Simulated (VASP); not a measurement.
B:

```
CELL_PARAMETERS angstrom
1.71519 0.00000 0.00000
-0.85759 1.48540 0.00000
0.00000 0.00000 18.32829
ATOMIC_POSITIONS crystal
B 0.00000 0.00000 0.00000
B 0.00000 0.00000 0.50000
B 0.33333 0.66667 0.25000
B 0.66667 0.33333 0.75000
```

Base run:

| Property | Result |
| --- | --- |
| Program | VASP 6.6.1 |
| Functional | PBE |
| Potentials or basis | VASP PAW PBE potentials, release 64 (B) |
| Cutoff | 500 eV |
| k mesh | 17 × 17 × 5 |
| Occupations | fermi-dirac, width 0.1 eV |
| Spin | no spin polarisation |

Its results: band gap on the k mesh zero (band 6 reaches 6.56 eV, above the bottom of band 7 at -4.21 eV); pressure -0.1 GPa.

**Question.** The run is repeated on the same cell with these changes: k mesh from 17 × 17 × 5 to 27 × 27 × 3. What comes out?

**Answer.** Band gap on the k mesh zero (band 6 reaches 6.80 eV, above the bottom of band 7 at -4.25 eV); pressure -0.8 GPa.

Caveats: this functional lacks dispersion, which binds the layers, so the pressure and a relaxed spacing across them are unreliable.
